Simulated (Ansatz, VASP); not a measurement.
# Two plane-wave programs on WS2

The input INCAR:

```
  ALGO = Normal
  EDIFF = 1E-6
  ENCUT = 520
  GGA = PS
  ISIF = 2
  ISMEAR = 0
  LASPH = T
  LCHARG = T
  LELF = T
  LREAL = F
  LVHAR = T
  LWAVE = F
  NBANDS = 35
  NELM = 60
  PREC = Accurate
  SIGMA = 0.05
```

File KPOINTS:

```
k-points
0
Gamma
  9 9 1
```

POSCAR

```
WS2
1.0
    3.1832085602      0.0000000000      0.0000000000
   -1.5916042801      2.7567394786      0.0000000000
    0.0000000000      0.0000000000     23.6687632500
W S
2 4
Direct
    0.3333333300      0.6666666700      0.6373175400
    0.6666666700      0.3333333300      0.3626824600
    0.3333333300      0.6666666700      0.2968161100
    0.6666666700      0.3333333300      0.5714418300
    0.3333333300      0.6666666700      0.4285581700
    0.6666666700      0.3333333300      0.7031838900
```

Input for Ansatz:

```yaml
crystal:
  lattice:
    - [3.1832085602, 0.0, 0.0]
    - [-1.5916042801, 2.7567394786, 0.0]
    - [0.0, 0.0, 23.66876325]
  atoms:
    - { symbol: W, position: [0.33333333, 0.66666667, 0.63731754] }
    - { symbol: W, position: [0.66666667, 0.33333333, 0.36268246] }
    - { symbol: S, position: [0.33333333, 0.66666667, 0.29681611] }
    - { symbol: S, position: [0.66666667, 0.33333333, 0.57144183] }
    - { symbol: S, position: [0.33333333, 0.66666667, 0.42855817] }
    - { symbol: S, position: [0.66666667, 0.33333333, 0.70318389] }
basis:
  ecutwfc: 500
  fft_grid_basis: typed
kpoints:
  mp_grid: { grid: [9, 9, 1] }
hamiltonian:
  xc: pbesol
  pseudopotentials: { kind: paw }
scf:
  occupations: { method: gaussian, width: 0.05 }
output:
  forces: true
  stress: true
  eigenvalues: true
  bader: true
  write_density: true
  volumetric_format: npy
  elf: true
```

Alike in both runs: task single point; functional PBEsol; k mesh 9 × 9 × 1; occupations gaussian, width 0.05 eV; no spin polarisation.

|  | VASP | Ansatz |
| --- | --- | --- |
| version | VASP 6.6.1 | Ansatz 0.2.0 |
| potentials or method | VASP PAW PBE potentials, release 64 (W_sv, S), cutoff 520 eV | scalar-relativistic, plane waves, PAW |
| valence electrons in the cell | 52 | 52 |

VASP gave:

| Property | Result |
| --- | --- |
| gap on the k mesh at the Fermi level (eV) | 1.46 |
| rms of the force components (eV/Å) | 0.038 |

Question: What did Ansatz give for the same quantities?

Answer: gap on the k mesh at the Fermi level (eV): 1.45; rms of the force components (eV/Å): 0.048.

VASP's potentials were made for PBE, not for PBEsol. Atom by atom the forces differ by 0.010 eV/Å (rms over components).

Spin-orbit coupling is off throughout.
